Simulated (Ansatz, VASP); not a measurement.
**Ba: VASP beside Ansatz**

POSCAR

```
Ba
1.0
    0.0000000000      3.8419605102      3.8419605102
    3.8419605102      0.0000000000      3.8419605102
    3.8419605102      3.8419605102      0.0000000000
Ba
2
Direct
    0.1250000000      0.1250000000      0.1250000000
    0.8750000000      0.8750000000      0.8750000000
```

The input INCAR.step1:

```
PREC = Accurate
ENCUT = 520
ISMEAR = -1
SIGMA = 0.1
LREAL = False
LASPH = True
NELM = 100
NBANDS = 17
GGA = PE
ALGO = Normal
EDIFF = 1E-4
LWAVE = True
LCHARG = False
```

The input INCAR.step2:

```
PREC = Accurate
ENCUT = 520
EDIFF = 1E-7
ISMEAR = -1
SIGMA = 0.1
LREAL = False
LASPH = True
NELM = 100
ALGO = Normal
ISIF = 2
LWAVE = False
LCHARG = False
METAGGA = R2SCAN
LMIXTAU = True
NBANDS = 17
ISTART = 1
```

File KPOINTS:

```
regular mesh
0
Gamma
  8 8 8
```

Input for Ansatz:

```yaml
crystal:
  lattice:
    - [0.0, 3.8419605102, 3.8419605102]
    - [3.8419605102, 0.0, 3.8419605102]
    - [3.8419605102, 3.8419605102, 0.0]
  atoms:
    - { symbol: Ba, position: [0.125, 0.125, 0.125] }
    - { symbol: Ba, position: [0.875, 0.875, 0.875] }
hamiltonian:
  xc: r2scan
  pseudopotentials:
    kind: paw
    azcp:
      Ba: "pseudopotentials/Ba.paw.azcp"
basis:
  ecutwfc: 500
  fft_grid_basis: typed
kpoints:
  mp_grid: { grid: [8, 8, 8], shift: [0, 0, 0] }
magnetization:
  spin_polarized: false
scf:
  occupations: { method: fermi_dirac, width: 0.1 }
  lower_state_search: "off"
output:
  stress: true
```

Alike in both runs: task single point; functional r2SCAN; k mesh 8 × 8 × 8; occupations fermi-dirac, width 0.1 eV; no spin polarisation.

```csv
,VASP,Ansatz
version,VASP 6.6.1,Ansatz 0.2.0
potentials or method,"VASP PAW PBE potentials, release 64 (Ba_sv), cutoff 520 eV","plane waves (500 eV) with PAW, scalar-relativistic"
valence electrons in the cell,20,20
```

VASP gave:

```
pressure (GPa) : 0.0
```

Problem. Which values does Ansatz return?

Solution. Pressure (GPa): -0.5.

VASP's potentials were made for PBE, not for r2SCAN. With one functional, cell and mesh, what is left measures potentials, basis and numerics.

Neither program's run includes spin-orbit coupling.
